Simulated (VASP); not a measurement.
# Tl (P-1) in VASP: a series of runs

Tl is run at these levels: PBE; tasks: single point.

Everything below comes from runs of VASP 6.6.1. Logs are shortened: lines on timing, memory, paths and dates and some standing lists are left out, and cuts for length are marked.

**1. The cell of the first run**

The typed cell holds 2 atoms: a = 3.457 Å, b = 3.411 Å, c = 5.526 Å, α = 89.36°, β = 88.27°, γ = 118.70°.

**2. Single point, PBE (equal xy, yz and zx shear strains of +3 %)**

Contents of INCAR:

```
PREC = Accurate
ENCUT = 520
EDIFF = 1E-6
ISMEAR = -1
SIGMA = 0.05
LREAL = F
LASPH = T
NELM = 60
ALGO = Normal
ISIF = 2
LWAVE = F
LCHARG = T
GGA = PE
LELF = T
LVHAR = T
NBANDS = 20
```

Contents of KPOINTS:

```
regular mesh
0
Gamma
  11 11 6
```

Contents of POSCAR:

```
Tl
1.0
    3.4559983565      0.0518399754      0.0518399754
   -1.6831044427      2.9670623845      0.0189747479
    0.0828750000      0.0828750000      5.5250000000
Tl
2
Direct
    0.3333333333      0.6666666667      0.2500000000
    0.6666666667      0.3333333333      0.7500000000
```

Potentials or basis: VASP PAW PBE potentials, release 64 (Tl_d).

Launch:

```console
cat potpaw_PBE.64/Tl_d/POTCAR > POTCAR
mpirun -np 1 vasp_std > vasp.out
```

OUTCAR:

```text
PREC = Accurate
   ENCUT = 520
   EDIFF = 1E-6
   ISMEAR = -1
   LREAL = F
   LASPH = T
   NELM = 60
   ISIF = 2
   GGA = PE

 ion  position               nearest neighbor table
   1  0.333  0.667  0.250-   2 3.36   2 3.36   2 3.38   2 3.41   2 3.46   2 3.49
   2  0.667  0.333  0.750-   1 3.36   1 3.36   1 3.38   1 3.41   1 3.46   1 3.49

  LATTYP: Found a triclinic cell.
 ALAT       =     3.5017051580
 B/A-ratio  =     0.9741696453
 C/A-ratio  =     1.5781577077
 COS(alpha) =     0.0112057054
 COS(beta)  =     0.0407400298
 COS(gamma) =     0.5001712246

  Lattice vectors:

 A1 = (   1.7728939138,   3.0189023599,   0.0708147233)
 A2 = (  -1.6831044427,   2.9670623845,   0.0189747479)
 A3 = (   0.0828750000,   0.0828750000,   5.5250000000)

Analysis of symmetry for initial positions (statically):
=====================================================================
 Subroutine PRICEL returns:
 Original cell was already a primitive cell.

 Routine SETGRP: Setting up the symmetry group for a
 triclinic supercell.

 Subroutine GETGRP returns: Found  2 space group operations
 (whereof  2 operations were pure point group operations)
 out of a pool of  2 trial point group operations.

The static configuration has the point symmetry S_2 .

Analysis of symmetry for dynamics (positions and initial velocities):
=====================================================================
 Subroutine PRICEL returns:
 Original cell was already a primitive cell.

 Routine SETGRP: Setting up the symmetry group for a
 triclinic supercell.

 Subroutine GETGRP returns: Found  2 space group operations
 (whereof  2 operations were pure point group operations)
 out of a pool of  2 trial point group operations.

The dynamic configuration has the point symmetry S_2 .

 Subroutine INISYM returns: Found  2 space group operations
 (whereof  2 operations are pure point group operations),
 and found     1 'primitive' translations

----------------------------------------------------------------------------------------

                                     Primitive cell

  volume of cell :      57.1110

  direct lattice vectors                    reciprocal lattice vectors
     3.455998356  0.051839975  0.051839975     0.287010406  0.162853512 -0.006747959
    -1.683104443  2.967062385  0.018974748    -0.004939849  0.334263093 -0.004939849
     0.082875000  0.082875000  5.525000000    -0.002675996 -0.002675996  0.181075755

  length of vectors
     3.456775869  3.411254872  5.526242985     0.330063289  0.334336088  0.181115297

  position of ions in fractional coordinates (direct lattice)
     0.333333333  0.666666667  0.250000000
     0.666666667  0.333333333  0.750000000

  ion indices of the primitive-cell ions
   primitive index   ion index
                 1           1
                 2           2

----------------------------------------------------------------------------------------

 KPOINTS: regular mesh

Automatic generation of k-mesh.
 Grid dimensions read from file:
 generate k-points for:   11   11    6

 Generating k-lattice:

  Cartesian coordinates                     Fractional coordinates (reciprocal lattice)
     0.026091855  0.014804865 -0.000613451     0.090909091  0.000000000  0.000000000
    -0.000449077  0.030387554 -0.000449077     0.000000000  0.090909091  0.000000000
    -0.000445999 -0.000445999  0.030179293    -0.000000000  0.000000000  0.166666667

  Length of vectors
     0.030005754  0.030394190  0.030185883

  Shift w.r.t. Gamma in fractional coordinates (k-lattice)
     0.000000000  0.000000000  0.000000000

 Subroutine IBZKPT returns following result:
 ===========================================

 Found    364 irreducible k-points:

 Following reciprocal coordinates:
            Coordinates               Weight
  0.000000  0.000000  0.000000      1.000000
  0.090909 -0.000000 -0.000000      2.000000
  0.181818 -0.000000 -0.000000      2.000000
  0.272727 -0.000000 -0.000000      2.000000
  0.363636 -0.000000 -0.000000      2.000000
  0.454545 -0.000000  0.000000      2.000000
[... 16 lines left out ...]
  0.454545  0.181818  0.000000      2.000000
 -0.454545  0.181818  0.000000      2.000000
 [... further k-points ...]
   k-points           NKPTS =    364   k-points in BZ     NKDIM =    364   number of bands    NBANDS=     20
   number of dos      NEDOS =    301   number of ions     NIONS =      2
   total plane-waves  NPLWV =  32928
   dimension x,y,z NGX =    28 NGY =   28 NGZ =   42
   dimension x,y,z NGXF=    56 NGYF=   56 NGZF=   84
   ions per type =               2
   NGX,Y,Z   is equivalent  to a cutoff of  13.47, 13.65, 12.63 a.u.
   NGXF,Y,Z  is equivalent  to a cutoff of  26.93, 27.29, 25.27 a.u.
 SYSTEM =  unknown system
   PREC   = accura    normal or accurate (medium, high low for compatibility)
   ISTART =      0    job   : 0-new  1-cont  2-samecut
   ICHARG =      2    charge: 1-file 2-atom 10-const
   ISPIN  =      1    spin polarized calculation?
   LNONCOLLINEAR =      F non collinear calculations
   LSORBIT =      F    spin-orbit coupling
   LASPH  =      T    aspherical Exc in radial PAW
   ENCUT  =  520.0 eV  38.22 Ry    6.18 a.u.   6.43  6.34 10.28*2*pi/ulx,y,z
   NELM   =     60;   NELMIN=  2; NELMDL= -5     # of ELM steps
   EDIFF  = 0.1E-05   stopping-criterion for ELM
   LREAL  =      F    real-space projection
   EDIFFG = 0.1E-04   stopping-criterion for IOM
   NSW    =      0    number of steps for IOM
   IBRION =     -1    ionic relax: 0-MD 1-quasi-New 2-CG
   NFREE  =      0    steps in history (QN), initial steepest desc. (CG)
   ISIF   =      2    stress and relaxation
   ISYM   =      2    0-nonsym 1-usesym 2-fastsym
   POTIM  = 0.5000    time-step for ionic-motion
   TEBEG  =    0.0;   TEEND  =   0.0 temperature during run
   PSTRESS=    0.0 pullay stress
   NELECT =      26.0000    total number of electrons
   NUPDOWN=      -1.0000    fix difference up-down
   EMIN   =  10.00;   EMAX   =-10.00  energy-range for DOS
   EFERMI =   0.00;   METHOD = LEGACY
   ISMEAR =    -1;   SIGMA  =   0.05  broadening in eV -4-tet -1-fermi 0-gaus
   EFERMI_NEDOS =   21; number of points for ismear=-14 and -15
   IALGO  =     38    algorithm
   IMIX   =      4    mixing-type and parameters
     AMIX     =   0.40;   BMIX     =  1.00
     AMIX_MAG =   1.60;   BMIX_MAG =  1.00
  volume/ion in A,a.u.               =      28.56       192.70
  Fermi-wavevector in a.u.,A,eV,Ry     =   1.259388  2.379897 21.579616  1.586057
  Thomas-Fermi vector in A             =   2.392950
   LORBIT       =      0    0 simple, 1 ext, 2 COOP (PROOUT), +10 PAW based schemes
   GGA     = PE    functional components
   LHFCALC =     F    Hartree Fock is set to
   AEXX    =    0.0000 exact exchange contribution
   IVDW    =     0    specifies the selected vdW correction
   LEPSILON=     F    determine dielectric tensor
   LRPA    =     F    only Hartree local field effects (RPA)
 non-spin polarized calculation
  energy-cutoff  :      520.00
  volume of cell :       57.11
 maximum number of plane-waves:      1560
 NGX is ok and might be reduce to    28
   NGX = 13   NGY = 13   NGZ = 21

 number of electron      26.0000001 magnetization

 Free energy of the ion-electron system (eV)
  ---------------------------------------------------
  ext. energy  EPLUGINS =         0.00000000
  ---------------------------------------------------
  free energy    TOTEN  =        -4.40738011 eV

  energy without entropy =       -4.39988902  energy(sigma->0) =       -4.40363457

 E-fermi :   6.5844     XC(G=0): -10.1978

 val. band max:        6.5690368285   @ k =   0.4545   0.4545   0.1667
 cond. band min:       6.5962064268   @ k =   0.2727   0.0909   0.3333
 fundamental gap:      0.0271695984
 Fermi energy:         6.5843720119

 k-point     1 :       0.0000    0.0000    0.0000
  band No.  band energies     occupation
      1      -5.2261      2.00000
      2      -5.0165      2.00000
      3      -5.0087      2.00000
      4      -4.9603      2.00000
      5      -4.9371      2.00000
      6      -4.8887      2.00000
[... 12 lines left out ...]
     19      17.5268      0.00000
     20      17.5908      0.00000

 k-point     2 :       0.0909   -0.0000   -0.0000
  band No.  band energies     occupation
      1      -5.2061      2.00000
      2      -5.0492      2.00000
      3      -4.9744      2.00000
      4      -4.9495      2.00000
      5      -4.9073      2.00000
      6      -4.8703      2.00000
[... 12 lines left out ...]
     19      17.5050      0.00000
     20      18.3325      0.00000

 k-point     3 :       0.1818   -0.0000   -0.0000
  band No.  band energies     occupation
      1      -5.2080      2.00000
      2      -5.0407      2.00000
      3      -4.9785      2.00000
      4      -4.9451      2.00000
      5      -4.9053      2.00000
      6      -4.8491      2.00000
[... 12 lines left out ...]
     19      17.0862      0.00000
     20      18.4384      0.00000

 k-point     4 :       0.2727   -0.0000   -0.0000
  band No.  band energies     occupation
      1      -5.2651      2.00000
      2      -5.0563      2.00000
      3      -5.0303      2.00000
      4      -4.9537      2.00000
      5      -4.9154      2.00000
      6      -4.7478      2.00000
[... 12 lines left out ...]
     19      16.3331      0.00000
     20      17.6378      0.00000

 k-point     5 :       0.3636   -0.0000   -0.0000
  band No.  band energies     occupation
      1      -5.3247      2.00000
      2      -5.1207      2.00000
      3      -5.0948      2.00000
      4      -4.9887      2.00000
      5      -4.8554      2.00000
      6      -4.7692      2.00000
[... 12 lines left out ...]
     19      15.6187      0.00000
     20      17.0331      0.00000
[... 353 lines left out ...]
      6      -4.7877      2.00000
[... 12 lines left out ...]
     19      14.8269      0.00000
     20      18.7987      0.00000

 k-point    22 :       0.3636    0.1818    0.0000
  band No.  band energies     occupation
      1      -5.2216      2.00000
      2      -5.1881      2.00000
      3      -5.0110      2.00000
      4      -4.9739      2.00000
      5      -4.8438      2.00000
      6      -4.7935      2.00000
[... 12 lines left out ...]
     19      14.5111      0.00000
     20      18.5974      0.00000

 k-point    23 :       0.4545    0.1818    0.0000
  band No.  band energies     occupation
      1      -5.2243      2.00000
      2      -5.1888      2.00000
      3      -5.0150      2.00000
      4      -4.9788      2.00000
      5      -4.8414      2.00000
      6      -4.7961      2.00000
[... 12 lines left out ...]
     19      14.5244      0.00000
     20      18.5569      0.00000

 k-point    24 :      -0.4545    0.1818    0.0000
  band No.  band energies     occupation
      1      -5.1863      2.00000
      2      -5.1528      2.00000
      3      -5.0477      2.00000
      4      -4.9866      2.00000
      5      -4.8400      2.00000
      6      -4.7882      2.00000
[... 12 lines left out ...]
     19      14.8607      0.00000
     20      18.6736      0.00000

 [... further k-points ...]

------------------------ aborting loop because EDIFF is reached ----------------------------------------

  FORCE on cell =-STRESS in cart. coord.  units (eV):
  Direction    XX          YY          ZZ          XY          YZ          ZX
  --------------------------------------------------------------------------------------
  -------------------------------------------------------------------------------------
  Total        1.1293720      1.0986897      1.1466563     -0.0963767     -0.0890927     -0.0720773
  in kB       31.6831200     30.8223675     32.1680109     -2.7037281     -2.4993853     -2.0220392
  external PRESSURE =      31.5578328 kB  Pullay stress =       0.0000000 kB

 VOLUME and BASIS-vectors are now :
 -----------------------------------------------------------------------------
  energy-cutoff  :      520.00
  volume of cell :       57.11
      direct lattice vectors                 reciprocal lattice vectors
     3.455998356  0.051839975  0.051839975     0.287010406  0.162853512 -0.006747959
    -1.683104443  2.967062385  0.018974748    -0.004939849  0.334263093 -0.004939849
     0.082875000  0.082875000  5.525000000    -0.002675996 -0.002675996  0.181075755

 POSITION                                       TOTAL-FORCE (eV/Angst)
 -----------------------------------------------------------------------------------
      0.05065      2.01604      1.41118        -0.027762     -0.001468      0.003804
      1.80512      1.08574      4.18463         0.027762      0.001468     -0.003804
 -----------------------------------------------------------------------------------
    total drift:                                0.000000     -0.000000     -0.000000

  FREE ENERGIE OF THE ION-ELECTRON SYSTEM (eV)
  ---------------------------------------------------
  free  energy   TOTEN  =        -4.4073801100 eV

  energy  without entropy=       -4.3998890249  energy(sigma->0) =       -4.40363457
```

It took 2.2 min on 1 thread of Intel Xeon 6975P-C (Granite Rapids), shared host; peak memory 0.43 GiB.

Results:

```yaml
Free_energy: -4.4074 eV
Pressure: 3.2 GPa
Largest_force: 0.028 eV/Å
Band_gap_on_the_k_mesh: zero (bands 13 and 14 overlap by 5.61 eV)
```

Forces on the atoms (eV/Å):
```
Tl  -0.028 -0.001  0.004
Tl   0.028  0.001 -0.004
```

Caveat: the cell differs from its parent crystal (equal xy, yz and zx shear strains of +3 %); the cell stands under pressure; spin-orbit coupling is left out, which moves the levels of the heavy elements.

**3. Single point, PBE**

Contents of INCAR:

```
ALGO = Normal
EDIFF = 1E-6
ENCUT = 520
GGA = PE
ISIF = 2
ISMEAR = -1
LASPH = True
LCHARG = True
LELF = True
LREAL = False
LVHAR = True
LWAVE = False
NBANDS = 20
NELM = 60
PREC = Accurate
SIGMA = 0.05
```

Contents of KPOINTS:

```
Automatic mesh
0
Gamma
  11 11 6
  0.5 0.5 0.5
```

POSCAR is that of step 2.

Potentials or basis: VASP PAW PBE potentials, release 64 (Tl_d).

Launch:

```console
cat potpaw_PBE.64/Tl_d/POTCAR > POTCAR
mpirun -np 1 vasp_std > vasp.out
```

Run time: 2.1 min. Hardware: 1 thread of Intel Xeon 6975P-C (Granite Rapids), shared host; peak memory 0.42 GiB.

Results (log left out):

```
Free energy            : -4.3925 eV
Pressure               : 3.2 GPa
Largest force          : 0.017 eV/Å
Band gap on the k mesh : zero (bands 13 and 14 overlap by 4.32 eV)
```

Forces on the atoms (eV/Å):
```
Tl  -0.015 -0.004  0.006
Tl   0.015  0.004 -0.006
```

Stress tensor (GPa, compression positive):
```
 3.16 -0.15 -0.31
-0.15  3.24 -0.12
-0.31 -0.12  3.26
```

Levels at points of the mesh, in eV from the Fermi level:
```tsv
k point	band 10	band 11	band 12	band 13	band 14	band 15	band 16	band 17
(0.05, 0.05, 0.08)	-11.13	-9.93	-5.34	-2.38	6.60	7.30	9.18	10.09
```

Caveat: the cell stands under pressure; spin-orbit coupling is left out, which moves the levels of the heavy elements.

The gap in the log of VASP goes by the Fermi energy; the results here count the filled bands.